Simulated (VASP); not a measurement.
A run of VASP 6.6.1 is set up as follows.

File INCAR:

```
SYSTEM = Be
PREC     = Accurate       ! precision mode
ENCUT    = 600            ! plane-wave cutoff, eV
EDIFF    = 1E-7           ! SCF threshold, eV
ISMEAR   = -1             ! smearing method
SIGMA    = 0.1            ! smearing width, eV
LREAL    = .FALSE.        ! projectors in reciprocal space
LASPH    = .TRUE.         ! aspherical terms in the spheres
NELM     = 120            ! most SCF steps
ALGO     = Normal         ! electronic algorithm
ISIF     = 3              ! what is computed and relaxed
LWAVE    = .FALSE.        ! write WAVECAR
LCHARG   = .FALSE.        ! write CHGCAR
GGA      = PE             ! functional
IBRION   = 2              ! ionic algorithm
NSW      = 50             ! ionic steps
EDIFFG   = -0.03          ! ionic threshold
PSTRESS  = 150.0        
GGA_COMPAT= .FALSE.      
NELMIN   = 4
```

File KPOINTS:

```
regular mesh
0
G
  23 23 23
  0 0 0
```

The input POSCAR:

```
Be
1.0
    0.0000000000      1.5950000000      1.5950000000
    1.5950000000      0.0000000000      1.5950000000
    1.5950000000      1.5950000000      0.0000000000
Be
1
Direct
    0.0000000000      0.0000000000      0.0000000000
```

Potentials or basis: VASP PAW PBE potentials, release 64 (Be).

Command:

```bash
$ cat potpaw_PBE.64/Be/POTCAR > POTCAR
$ mpirun -np 1 vasp_std > vasp.out
```

Problem. Predict the space group after relaxing (to 0.1 Å).

Solution. Fm-3m (No. 225).

Problem. Estimate the relaxed volume.

Solution. 7.08 Å³/atom.

Problem. Estimate the relaxed cell.

Solution. a = 2.155 Å, b = 2.155 Å, c = 2.155 Å, α = 60.00°, β = 60.00°, γ = 60.00°.

Problem. Predict the band gap on the k mesh.

Solution. Zero (bands 1 and 2 overlap by 0.70 eV).

Step by step:
| step | energy change (eV) | largest force (eV/Å) | pressure (GPa) | volume (Å³) |
| --- | --- | --- | --- | --- |
| 1 | 0.0000 | 0.0000 | -3.23 | 8.12 |
| 2 | 0.0339 | 0.0000 | 15.61 | 7.08 |

Caveat: the cell is relaxed towards a set pressure, so the run minimises the enthalpy, not the energy.
